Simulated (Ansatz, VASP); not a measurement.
**TePb: VASP beside Ansatz**

Contents of POSCAR:

```
TePb
1.0
    8.4949002845      0.0000000000      0.0000000000
    0.0000000000      4.6587909819      0.0000000000
    0.0000000000      0.0000000000      7.0704686734
Te Pb
4 4
Direct
    0.1896135168      0.7500000000      0.1210314052
    0.6896135168      0.7500000000      0.3789685948
    0.3103864832      0.2500000000      0.6210314052
    0.8103864832      0.2500000000      0.8789685948
    0.0411425678      0.7500000000      0.7303182783
    0.5411425678      0.7500000000      0.7696817217
    0.4588574322      0.2500000000      0.2303182783
    0.9588574322      0.2500000000      0.2696817217
```

Contents of INCAR.step1:

```
PREC = Accurate
ENCUT = 520
ISMEAR = 0
SIGMA = 0.02
LREAL = False
LASPH = True
NELM = 100
NBANDS = 50
GGA = PE
ALGO = Normal
EDIFF = 1E-4
LWAVE = True
LCHARG = False
```

The input INCAR.step2:

```
PREC = Accurate
ENCUT = 520
EDIFF = 1E-7
ISMEAR = 0
SIGMA = 0.02
LREAL = False
LASPH = True
NELM = 100
ALGO = Normal
ISIF = 2
LWAVE = False
LCHARG = True
METAGGA = R2SCAN
LMIXTAU = True
LELF = True
LVHAR = True
NBANDS = 50
ISTART = 1
```

Contents of KPOINTS:

```
regular mesh
0
Gamma
  4 6 4
```

Input for Ansatz:

```yaml
crystal:
  lattice:
    - [8.4949002845, 0.0, 0.0]
    - [0.0, 4.6587909819, 0.0]
    - [0.0, 0.0, 7.0704686734]
  atoms:
    - { symbol: Te, position: [0.1896135168, 0.75, 0.1210314052] }
    - { symbol: Te, position: [0.6896135168, 0.75, 0.3789685948] }
    - { symbol: Te, position: [0.3103864832, 0.25, 0.6210314052] }
    - { symbol: Te, position: [0.8103864832, 0.25, 0.8789685948] }
    - { symbol: Pb, position: [0.0411425678, 0.75, 0.7303182783] }
    - { symbol: Pb, position: [0.5411425678, 0.75, 0.7696817217] }
    - { symbol: Pb, position: [0.4588574322, 0.25, 0.2303182783] }
    - { symbol: Pb, position: [0.9588574322, 0.25, 0.2696817217] }
basis:
  ecutwfc: 500
kpoints:
  mp_grid: { grid: [4, 6, 4] }
  band_path:
    path:
      - [[0.0, 0.0, 0.0], [0.5, 0.0, 0.0], [0.5, 0.5, 0.0], [0.0, 0.5, 0.0], [0.0, 0.0, 0.0], [0.0, 0.0, 0.5], [0.5, 0.0, 0.5], [0.5, 0.5, 0.5], [0.0, 0.5, 0.5], [0.0, 0.0, 0.5]]
      - [[0.5, 0.0, 0.0], [0.5, 0.0, 0.5]]
      - [[0.0, 0.5, 0.0], [0.0, 0.5, 0.5]]
      - [[0.5, 0.5, 0.0], [0.5, 0.5, 0.5]]
    npoints: 14
hamiltonian:
  xc: r2scan
scf:
  occupations: { method: gaussian, width: 0.02 }
  n_extra_bands: 20
output:
  forces: true
  stress: true
  eigenvalues: true
  populations: true
  dos: { projected: true, de: 0.02, nscf_kmesh: { grid: [6, 9, 6] } }
  bader: true
  write_density: true
  write_potential: true
  elf: true
  volumetric_format: npy
```

Alike in both runs: task single point; functional r2SCAN; k mesh 4 × 6 × 4; occupations gaussian, width 0.02 eV; no spin polarisation.

|  | VASP | Ansatz |
| --- | --- | --- |
| version | VASP 6.6.1 | Ansatz 0.2.0 |
| potentials or method | VASP PAW PBE potentials, release 64 (Te, Pb_d), cutoff 520 eV | scalar-relativistic, plane waves, PAW |
| valence electrons in the cell | 80 | 120 |

Ansatz gave:

```
gap on the k mesh at the Fermi level (eV) : 1.11
least direct gap on the mesh (eV)         : 1.26
pressure (GPa)                            : 0.0
rms of the force components (eV/Å)        : 0.002
```

Q: What did VASP give for the same quantities?

A: gap on the k mesh at the Fermi level (eV): 1.11; least direct gap on the mesh (eV): 1.25; pressure (GPa): 0.0; rms of the force components (eV/Å): 0.005.

VASP's potentials were made for PBE, not for r2SCAN. Atom by atom the forces differ by 0.005 eV/Å (rms over components). With one functional, cell and mesh, what is left measures potentials, basis and numerics. VASP's potentials hold 80 valence electrons a cell and Ansatz's 120, so a difference there can come from the potentials and not from the codes.

Spin-orbit coupling is off throughout.
